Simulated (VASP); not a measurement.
Input of a VASP 6.6.1 run:

Contents of INCAR:

```
SYSTEM = SrVO3
  ALGO = Normal
  EDIFF = 1E-6
  ENCUT = 520
  GGA = PE
  ISIF = 2
  ISMEAR = -1
  ISPIN = 2
  LASPH = .TRUE.
  LCHARG = .FALSE.
  LDAU = .TRUE.
  LDAUJ = 0 0 0
  LDAUL = -1 2 -1
  LDAUPRINT = 1
  LDAUTYPE = 2
  LDAUU = 0 6.2 0
  LMAXMIX = 4
  LORBIT = 11
  LREAL = .FALSE.
  LWAVE = .FALSE.
  MAGMOM = 0 1.42 0 0 0
  NBANDS = 32
  NELM = 150
  NUPDOWN = 1.42
  PREC = Accurate
  SIGMA = 0.1
```

The input KPOINTS:

```
k-points
0
G
  5 5 5
  0 0 0
```

File POSCAR:

```
SrVO3
1.0
    3.8425000000      0.0000000000      0.0000000000
    0.0000000000      3.8425000000      0.0000000000
    0.0000000000      0.0000000000      3.8425000000
Sr V O
1 1 3
Direct
    0.0000000000      0.0000000000      0.0000000000
    0.5000000000      0.5000000000      0.5000000000
    0.5000000000      0.0000000000      0.5000000000
    0.0000000000      0.5000000000      0.5000000000
    0.5000000000      0.5000000000      0.0000000000
```

Potentials or basis: VASP PAW PBE potentials, release 64 (Sr_sv, V_sv, O).

The run is started by

```bash
$ cat potpaw_PBE.64/Sr_sv/POTCAR potpaw_PBE.64/V_sv/POTCAR potpaw_PBE.64/O/POTCAR > POTCAR
$ mpirun -np 1 vasp_std > vasp.out
```

Estimate the pressure.

14.2 GPa.

Eigenvalues of the final occupation matrices:
```tsv
site	spin	trace	eigenvalues
site 2 d	1	2.12	0.29 0.29 0.51 0.51 0.51
site 2 d	2	0.75	0.08 0.08 0.08 0.26 0.26
```

Caveat: the total moment is fixed, so each spin has its own Fermi level. The state reached can hang on the start; a lower one may exist.
